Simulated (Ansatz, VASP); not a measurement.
## One calculation of Na, two programs

The input INCAR:

```
PREC = Accurate
ENCUT = 520
EDIFF = 1E-6
ISMEAR = 0
SIGMA = 0.15
LREAL = False
LASPH = True
NELM = 60
ALGO = Fast
ISIF = 2
LWAVE = False
LCHARG = False
GGA = PS
NBANDS = 10
```

File KPOINTS:

```
Automatic mesh
0
Gamma
  18 18 18
```

File POSCAR:

```
Na
1.0
   -2.1465104543      2.1465104543      2.0606500361
    2.1465104543     -2.1465104543      2.0606500361
    2.1465104543      2.1465104543     -2.0606500361
Na
1
Direct
    0.0000000000      0.0000000000      0.0000000000
```

Input for Ansatz:

```yaml
crystal:
  lattice:
    - [-2.1465104543, 2.1465104543, 2.0606500361]
    - [2.1465104543, -2.1465104543, 2.0606500361]
    - [2.1465104543, 2.1465104543, -2.0606500361]
  atoms:
    - { symbol: Na, position: [0.0, 0.0, 0.0] }
basis:
  ecutwfc: 420
kpoints:
  mp_grid: { grid: [18, 18, 18] }
hamiltonian:
  xc: pbesol
scf:
  occupations: { method: gaussian, width: 0.15 }
output:
  forces: true
  stress: true
  eigenvalues: true
```

Alike in both runs: task single point; functional PBEsol; k mesh 18 × 18 × 18; occupations gaussian, width 0.15 eV; no spin polarisation.

|  | VASP | Ansatz |
| --- | --- | --- |
| version | VASP 6.6.1 | Ansatz 0.2.0 |
| potentials or method | VASP PAW PBE potentials, release 64 (Na_pv), cutoff 520 eV | scalar-relativistic, plane waves, PAW |
| valence electrons in the cell | 7 | 9 |

|  | VASP | Ansatz | Ansatz less VASP |
| --- | --- | --- | --- |
| gap on the k mesh at the Fermi level (eV) | none | none | - |
| pressure (GPa) | -0.3 | -0.3 | -0.02 |

VASP's potentials were made for PBE, not for PBEsol. A gap of «none» marks a metal or a gap that the smearing closes. VASP's potentials hold 7 valence electrons a cell and Ansatz's 9, so a difference there can come from the potentials and not from the codes.
